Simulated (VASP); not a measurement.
Here is a VASP 6.6.1 calculation.

INCAR

```
  ALGO = Normal
  EDIFF = 1E-6
  ENCUT = 520
  GGA = PS
  ISIF = 2
  ISMEAR = 0
  LASPH = True
  LCHARG = False
  LREAL = False
  LWAVE = False
  NBANDS = 16
  NELM = 100
  PREC = Accurate
  SIGMA = 0.05
```

KPOINTS

```
k-points
0
Gamma
  12 12 10
```

File POSCAR:

```
CuB2
1.0
    2.9763517577      0.0000000000      0.0000000000
   -1.4881758789      2.5260443081      0.0000000000
    0.0000000000      0.0000000000      3.2884267810
Cu B
1 2
Direct
    0.0000000000      0.0000000000      0.0000000000
    0.3333333333      0.6666666667      0.5000000000
    0.6666666667      0.3333333333      0.5000000000
```

Potentials or basis: VASP PAW PBE potentials, release 64 (Cu, B).

Launch:

```console
$ cat potpaw_PBE.64/Cu/POTCAR potpaw_PBE.64/B/POTCAR > POTCAR
$ mpirun -np 1 vasp_std > vasp.out
```

Problem. Predict the pressure.

Solution. 5.2 GPa.

Problem. Estimate the largest force.

Solution. 0.262 eV/Å.

Forces on the atoms (eV/Å):
```
Cu   0.000  0.000  0.000
B    0.000 -0.262  0.000
B    0.000  0.262  0.000
```

Caveat: the PAW data sets were made with another functional, which shifts forces and pressure a little.
